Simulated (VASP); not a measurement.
# Mg3CdSe4 (Pmn2_1) in VASP: single point with PBE

Aim: the single point of Mg3CdSe4 with PBE.

Program: VASP 6.6.1. These are calculated values, not measurements. Logs are shortened: lines on timing, memory, paths and dates and some standing lists are left out, and cuts for length are marked.

## (1) The cell of the first run

Symmetry: Pmn2_1, No. 31, orthorhombic system. The conventional cell has a = 8.597 Å, b = 7.414 Å, c = 6.948 Å, α = 90.00°, β = 90.00°, γ = 90.00°. Within 3.4 Å of Mg (site symmetry 1) lie 4 Se at 2.59 to 2.60 Å. Mg (site symmetry m) has 4 Se at 2.59 to 2.60 Å within 3.4 Å. Cd (site symmetry m) has 4 Se at 2.69 to 2.70 Å within 3.5 Å. Within 3.4 Å of Se (site symmetry m) lie 3 Mg at 2.60 Å and 1 Cd at 2.69 Å. Within 3.4 Å of Se (site symmetry m) lie 3 Mg at 2.59 to 2.60 Å and 1 Cd at 2.70 Å. Se (site symmetry 1) has 3 Mg at 2.59 to 2.60 Å and 1 Cd at 2.69 Å within 3.4 Å.

## (2) Single point, PBE

File INCAR:

```
SYSTEM = Mg3CdSe4
ALGO = Normal
EDIFF = 1E-6
ENCUT = 520
GGA = PE
ISIF = 2
ISMEAR = 0
LASPH = .TRUE.
LCHARG = .FALSE.
LREAL = Auto
LWAVE = .FALSE.
NBANDS = 56
NELM = 80
PREC = Accurate
SIGMA = 0.15
```

File KPOINTS:

```
k-points
0
G
  2 2 2
  0 0 0
```

File POSCAR:

```
Mg3CdSe4
1.0
    8.5971926061      0.0000000000      0.0000000000
    0.0000000000      7.4139852102      0.0000000000
    0.0000000000      0.0000000000      6.9480966260
Mg Cd Se
6 2 8
Direct
    0.2500798219      0.3328007370     -0.0018196100
    0.7499201781      0.3328007370     -0.0018196100
    0.0000000000      0.1696327677      0.4988274625
    0.5000000000      0.8303672323     -0.0011725375
    0.7500798219      0.6671992630      0.4981803900
    0.2499201781      0.6671992630      0.4981803900
    0.5000000000      0.1675655132      0.5005841182
    0.0000000000      0.8324344868      0.0005841182
    0.5000000000      0.1651608879      0.8875143521
    0.0000000000      0.1760376035      0.8726698874
    0.2441185110      0.3368509270      0.3720216999
    0.7558814890      0.3368509270      0.3720216999
    0.2558814890      0.6631490730      0.8720216999
    0.7441185110      0.6631490730      0.8720216999
    0.0000000000      0.8348391121      0.3875143521
    0.5000000000      0.8239623965      0.3726698874
```

Potentials or basis: VASP PAW PBE potentials, release 64 (Mg, Cd, Se).

Run with:

```bash
cat potpaw_PBE.64/Mg/POTCAR potpaw_PBE.64/Cd/POTCAR potpaw_PBE.64/Se/POTCAR > POTCAR
mpirun -np 1 vasp_std > vasp.out
```

OUTCAR:

```text
SYSTEM = Mg3CdSe4
   EDIFF = 1E-6
   ENCUT = 520
   GGA = PE
   ISIF = 2
   ISMEAR = 0
   LASPH = .TRUE.
   LREAL = Auto
   NELM = 80
   PREC = Accurate

 ion  position               nearest neighbor table
   1  0.250  0.333  0.998-  10 2.59  11 2.60   9 2.60  13 2.60
   2  0.750  0.333  0.998-  10 2.59  12 2.60   9 2.60  14 2.60
   3  0.000  0.170  0.499-  11 2.59  12 2.59  10 2.60  15 2.60
   4  0.500  0.830  0.999-  13 2.59  14 2.59  16 2.60   9 2.60
   5  0.750  0.667  0.498-  16 2.59  14 2.60  15 2.60  12 2.60
   6  0.250  0.667  0.498-  16 2.59  13 2.60  15 2.60  11 2.60
[... 8 lines left out ...]
  15  0.000  0.835  0.388-   5 2.60   6 2.60   3 2.60   8 2.69
  16  0.500  0.824  0.373-   5 2.59   6 2.59   4 2.60   7 2.70

  LATTYP: Found a simple orthorhombic cell.
 ALAT       =     6.9480966260
 B/A-ratio  =     1.0670526922
 C/A-ratio  =     1.2373449980

  Lattice vectors:

 A1 = (   0.0000000000,   0.0000000000,  -6.9480966260)
 A2 = (   0.0000000000,   7.4139852102,   0.0000000000)
 A3 = (   8.5971926061,   0.0000000000,   0.0000000000)

Analysis of symmetry for initial positions (statically):
=====================================================================
 Subroutine PRICEL returns:
 Original cell was already a primitive cell.

 Routine SETGRP: Setting up the symmetry group for a
 simple orthorhombic supercell.

 Subroutine GETGRP returns: Found  4 space group operations
 (whereof  2 operations were pure point group operations)
 out of a pool of  8 trial point group operations.

The static configuration has the point symmetry C_1h.
 The point group associated with its full space group is C_2v.

Analysis of symmetry for dynamics (positions and initial velocities):
=====================================================================
 Subroutine PRICEL returns:
 Original cell was already a primitive cell.

 Routine SETGRP: Setting up the symmetry group for a
 simple orthorhombic supercell.

 Subroutine GETGRP returns: Found  4 space group operations
 (whereof  2 operations were pure point group operations)
 out of a pool of  8 trial point group operations.

The dynamic configuration has the point symmetry C_1h.
 The point group associated with its full space group is C_2v.

 Subroutine INISYM returns: Found  4 space group operations
 (whereof  2 operations are pure point group operations),
 and found     1 'primitive' translations

----------------------------------------------------------------------------------------

                                     Primitive cell

  volume of cell :     442.8679

  direct lattice vectors                    reciprocal lattice vectors
     8.597192606  0.000000000  0.000000000     0.116317040  0.000000000  0.000000000
     0.000000000  7.413985210  0.000000000     0.000000000  0.134880226  0.000000000
     0.000000000  0.000000000  6.948096626     0.000000000  0.000000000  0.143924308

  length of vectors
     8.597192606  7.413985210  6.948096626     0.116317040  0.134880226  0.143924308

  position of ions in fractional coordinates (direct lattice)
     0.250079822  0.332800737  0.998180390
     0.749920178  0.332800737  0.998180390
     0.000000000  0.169632768  0.498827463
     0.500000000  0.830367232  0.998827463
     0.750079822  0.667199263  0.498180390
     0.249920178  0.667199263  0.498180390
[... 8 lines left out ...]
     0.000000000  0.834839112  0.387514352
     0.500000000  0.823962397  0.372669887

  ion indices of the primitive-cell ions
   primitive index   ion index
                 1           1
                 2           2
                 3           3
                 4           4
                 5           5
                 6           6
[... 8 lines left out ...]
                15          15
                16          16

----------------------------------------------------------------------------------------

 KPOINTS: k-points

Automatic generation of k-mesh.
 Grid dimensions read from file:
 generate k-points for:    2    2    2

 Generating k-lattice:

  Cartesian coordinates                     Fractional coordinates (reciprocal lattice)
     0.058158520  0.000000000  0.000000000     0.500000000  0.000000000  0.000000000
     0.000000000  0.067440113  0.000000000     0.000000000  0.500000000  0.000000000
     0.000000000  0.000000000  0.071962154     0.000000000  0.000000000  0.500000000

  Length of vectors
     0.058158520  0.067440113  0.071962154

  Shift w.r.t. Gamma in fractional coordinates (k-lattice)
     0.000000000  0.000000000  0.000000000

 Subroutine IBZKPT returns following result:
 ===========================================

 Found      8 irreducible k-points:

 Following reciprocal coordinates:
            Coordinates               Weight
  0.000000  0.000000  0.000000      1.000000
  0.500000  0.000000  0.000000      1.000000
  0.000000  0.500000  0.000000      1.000000
  0.500000  0.500000  0.000000      1.000000
  0.000000  0.000000  0.500000      1.000000
  0.500000  0.000000  0.500000      1.000000
  0.000000  0.500000  0.500000      1.000000
  0.500000  0.500000  0.500000      1.000000
   k-points           NKPTS =      8   k-points in BZ     NKDIM =      8   number of bands    NBANDS=     56
   number of dos      NEDOS =    301   number of ions     NIONS =     16
   total plane-waves  NPLWV = 193536
   dimension x,y,z NGX =    64 NGY =   56 NGZ =   54
   dimension x,y,z NGXF=   128 NGYF=  112 NGZF=  108
   ions per type =               6   2   8
   NGX,Y,Z   is equivalent  to a cutoff of  12.38, 12.56, 12.92 a.u.
   NGXF,Y,Z  is equivalent  to a cutoff of  24.75, 25.11, 25.84 a.u.
 SYSTEM =  Mg3CdSe4
   PREC   = accura    normal or accurate (medium, high low for compatibility)
   ISTART =      0    job   : 0-new  1-cont  2-samecut
   ICHARG =      2    charge: 1-file 2-atom 10-const
   ISPIN  =      1    spin polarized calculation?
   LNONCOLLINEAR =      F non collinear calculations
   LSORBIT =      F    spin-orbit coupling
   LASPH  =      T    aspherical Exc in radial PAW
   ENCUT  =  520.0 eV  38.22 Ry    6.18 a.u.  15.99 13.79 12.92*2*pi/ulx,y,z
   NELM   =     80;   NELMIN=  2; NELMDL= -5     # of ELM steps
   EDIFF  = 0.1E-05   stopping-criterion for ELM
   LREAL  =      T    real-space projection
   EDIFFG = 0.1E-04   stopping-criterion for IOM
   NSW    =      0    number of steps for IOM
   IBRION =     -1    ionic relax: 0-MD 1-quasi-New 2-CG
   NFREE  =      0    steps in history (QN), initial steepest desc. (CG)
   ISIF   =      2    stress and relaxation
   ISYM   =      2    0-nonsym 1-usesym 2-fastsym
   POTIM  = 0.5000    time-step for ionic-motion
   TEBEG  =    0.0;   TEEND  =   0.0 temperature during run
   PSTRESS=    0.0 pullay stress
   NELECT =      84.0000    total number of electrons
   NUPDOWN=      -1.0000    fix difference up-down
   EMIN   =  10.00;   EMAX   =-10.00  energy-range for DOS
   EFERMI =   0.00;   METHOD = LEGACY
   ISMEAR =     0;   SIGMA  =   0.15  broadening in eV -4-tet -1-fermi 0-gaus
   EFERMI_NEDOS =   21; number of points for ismear=-14 and -15
   IALGO  =     38    algorithm
   IMIX   =      4    mixing-type and parameters
     AMIX     =   0.40;   BMIX     =  1.00
     AMIX_MAG =   1.60;   BMIX_MAG =  1.00
  volume/ion in A,a.u.               =      27.68       186.79
  Fermi-wavevector in a.u.,A,eV,Ry     =   0.940611  1.777496 12.037731  0.884748
  Thomas-Fermi vector in A             =   2.068039
   LORBIT       =      0    0 simple, 1 ext, 2 COOP (PROOUT), +10 PAW based schemes
   GGA     = PE    functional components
   LHFCALC =     F    Hartree Fock is set to
   AEXX    =    0.0000 exact exchange contribution
   IVDW    =     0    specifies the selected vdW correction
   LEPSILON=     F    determine dielectric tensor
   LRPA    =     F    only Hartree local field effects (RPA)
 non-spin polarized calculation
 Gauss-broadening in eV      SIGMA  =   0.15
  energy-cutoff  :      520.00
  volume of cell :      442.87
 maximum number of plane-waves:     11984
 NGX is ok and might be reduce to    64
   NGX = 31   NGY = 27   NGZ = 25

 number of electron      83.9999993 magnetization

 Free energy of the ion-electron system (eV)
  ---------------------------------------------------
  ext. energy  EPLUGINS =         0.00000000
  ---------------------------------------------------
  free energy    TOTEN  =       -56.07784187 eV

  energy without entropy =      -56.07784187  energy(sigma->0) =      -56.07784187

 E-fermi :   1.2156     XC(G=0):  -8.2233

 val. band max:        0.5261771054   @ k =   0.0000   0.0000   0.0000
 cond. band min:       2.5334727480   @ k =   0.0000   0.0000   0.0000
 fundamental gap:      2.0072956426
 Fermi energy:         1.2155538550

 k-point     1 :       0.0000    0.0000    0.0000
  band No.  band energies     occupation
      1     -11.2020      2.00000
      2     -10.7591      2.00000
      3     -10.7496      2.00000
      4     -10.7441      2.00000
      5     -10.6919      2.00000
      6     -10.5918      2.00000
[... 46 lines left out ...]
     53       6.5968      0.00000
     54       6.7203      0.00000

 k-point     2 :       0.5000    0.0000    0.0000
  band No.  band energies     occupation
      1     -11.0467      2.00000
      2     -11.0467      2.00000
      3     -10.6676      2.00000
      4     -10.6676      2.00000
      5     -10.6388      2.00000
      6     -10.6388      2.00000
[... 46 lines left out ...]
     53       6.6347      0.00000
     54       6.6347      0.00000
[... 283 lines left out ...]
     53       6.1207      0.00000
     54       6.1207      0.00000

 k-point     8 :       0.5000    0.5000    0.5000
  band No.  band energies     occupation
      1     -10.7612      2.00000
      2     -10.7612      2.00000
      3     -10.7538      2.00000
      4     -10.7538      2.00000
      5     -10.7496      2.00000
      6     -10.7496      2.00000
[... 46 lines left out ...]
     53       6.3575      0.00000
     54       6.3575      0.00000
 [bands above 54 left out]

------------------------ aborting loop because EDIFF is reached ----------------------------------------

  FORCE on cell =-STRESS in cart. coord.  units (eV):
  Direction    XX          YY          ZZ          XY          YZ          ZX
  --------------------------------------------------------------------------------------
  -------------------------------------------------------------------------------------
  Total       -0.1350800     -0.5140511     -0.1766247      0.0000000      0.0000000      0.0000000
  in kB       -0.4886830     -1.8596990     -0.6389807      0.0000000      0.0000000      0.0000000
  external PRESSURE =      -0.9957876 kB  Pullay stress =       0.0000000 kB

 VOLUME and BASIS-vectors are now :
 -----------------------------------------------------------------------------
  energy-cutoff  :      520.00
  volume of cell :      442.87
      direct lattice vectors                 reciprocal lattice vectors
     8.597192606  0.000000000  0.000000000     0.116317040  0.000000000  0.000000000
     0.000000000  7.413985210  0.000000000     0.000000000  0.134880226  0.000000000
     0.000000000  0.000000000  6.948096626     0.000000000  0.000000000  0.143924308

 POSITION                                       TOTAL-FORCE (eV/Angst)
 -----------------------------------------------------------------------------------
      2.14998      2.46738      6.93545         0.002553      0.028526     -0.011158
      6.44721      2.46738      6.93545        -0.002553      0.028526     -0.011158
      0.00000      1.25765      3.46590         0.000000     -0.030784     -0.010273
      4.29860      6.15633      6.93995         0.000000      0.030784     -0.010273
      6.44858      4.94661      3.46141         0.002553     -0.028526     -0.011158
      2.14861      4.94661      3.46141        -0.002553     -0.028526     -0.011158
[... 8 lines left out ...]
      0.00000      6.18948      2.69249         0.000000      0.003830      0.004678
      4.29860      6.10885      2.58935         0.000000      0.038238      0.021862
 -----------------------------------------------------------------------------------
    total drift:                                0.000000     -0.000000     -0.010680

  FREE ENERGIE OF THE ION-ELECTRON SYSTEM (eV)
  ---------------------------------------------------
  free  energy   TOTEN  =       -56.0778418692 eV

  energy  without entropy=      -56.0778418692  energy(sigma->0) =      -56.07784187
```

Wall time 4.3 min (1 thread of Intel Xeon 8259CL, shared host); peak memory 0.47 GiB.

Results:

```yaml
Free_energy: -56.0778 eV
Pressure: -0.1 GPa
Largest_force: 0.044 eV/Å
Band_gap_on_the_k_mesh: 2.01 eV
```

Forces on the atoms (eV/Å):
```
Mg   0.003  0.029 -0.011
Mg  -0.003  0.029 -0.011
Mg   0.000 -0.031 -0.010
Mg   0.000  0.031 -0.010
Mg   0.003 -0.029 -0.011
Mg  -0.003 -0.029 -0.011
Cd   0.000 -0.038 -0.012
Cd   0.000  0.038 -0.012
Se   0.000 -0.004  0.005
Se   0.000 -0.038  0.022
Se  -0.004  0.022  0.009
Se   0.004  0.022  0.009
Se   0.004 -0.022  0.009
Se  -0.004 -0.022  0.009
Se   0.000  0.004  0.005
Se   0.000  0.038  0.022
```

Stress tensor (GPa, compression positive):
```
-0.05  0.00  0.00
 0.00 -0.19  0.00
 0.00  0.00 -0.06
```

Caveat: the k points lie up to 0.45 Å⁻¹ apart.
